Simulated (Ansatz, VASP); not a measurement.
Two plane-wave programs on LiH

POSCAR

```
LiH
1.0
    0.0000000000      2.1451220099      2.1451220099
    2.1451220099      0.0000000000      2.1451220099
    2.1451220099      2.1451220099      0.0000000000
Li H
1 1
Direct
    0.0000000000      0.0000000000      0.0000000000
    0.2500000000      0.2500000000      0.2500000000
```

INCAR.step1

```
  PREC = Accurate
  ENCUT = 520
  EDIFF = 1E-5
  ISMEAR = 0
  SIGMA = 0.01
  LREAL = F
  LASPH = T
  NELM = 100
  ALGO = Normal
  ISIF = 2
  LWAVE = T
  LCHARG = F
  NBANDS = 9
  GGA = PE
```

The input INCAR.step2:

```
  PREC = Accurate
  ENCUT = 520
  EDIFF = 1E-6
  ISMEAR = 0
  SIGMA = 0.01
  LREAL = F
  LASPH = T
  NELM = 100
  ALGO = Normal
  ISIF = 2
  LWAVE = F
  LCHARG = F
  GGA = PE
  LHFCALC = T
  HFSCREEN = 0.2079
  PRECFOCK = Normal
  NBANDS = 9
  ISTART = 1
```

File KPOINTS:

```
Automatic mesh
0
Gamma
  8 8 8
```

Input for Ansatz:

```yaml
crystal:
  lattice:
    - [0.0, 2.1451220099, 2.1451220099]
    - [2.1451220099, 0.0, 2.1451220099]
    - [2.1451220099, 2.1451220099, 0.0]
  atoms:
    - { symbol: Li, position: [0.0, 0.0, 0.0] }
    - { symbol: H, position: [0.25, 0.25, 0.25] }
kpoints:
  mp_grid: { grid: [8, 8, 8] }
  band_path:
    path:
      - [0.0, 0.0, 0.0]
      - [-0.5, -0.5, 0.0]
      - [-0.375, -0.375, 0.25]
      - [-0.375, 0.0, 0.375]
      - [0.0, 0.0, 0.5]
      - [-0.5, -0.25, 0.25]
      - [-0.15, -0.075, 0.425]
      - [0.25, -0.5, -0.25]
    npoints: 1
hamiltonian:
  xc: hse06
scf:
  occupations: { method: fixed }
  n_extra_bands: 4
output:
  forces: true
  stress: true
  eigenvalues: true
```

Alike in both runs: task single point; functional HSE06; k mesh 8 × 8 × 8; no spin polarisation.

```csv
,VASP,Ansatz
version,VASP 6.6.1,Ansatz 0.2.0
potentials or method,"VASP PAW PBE potentials, release 64 (Li_sv, H)","plane waves, PAW"
plane-wave cutoff (eV),520,420
occupations,"gaussian, width 0.01 eV",fixed
valence electrons in the cell,4,4
```

Ansatz gave:

* gap on the k mesh at the Fermi level (eV): 5.25

**Question.** Estimate VASP's values.

**Answer.** gap on the k mesh at the Fermi level (eV): 5.24.

Ansatz's warnings: stress exchange threshold loose, stress scf threshold loose.

Noted on VASP's run: the cutoff is short for stress, so the pressure is rough.
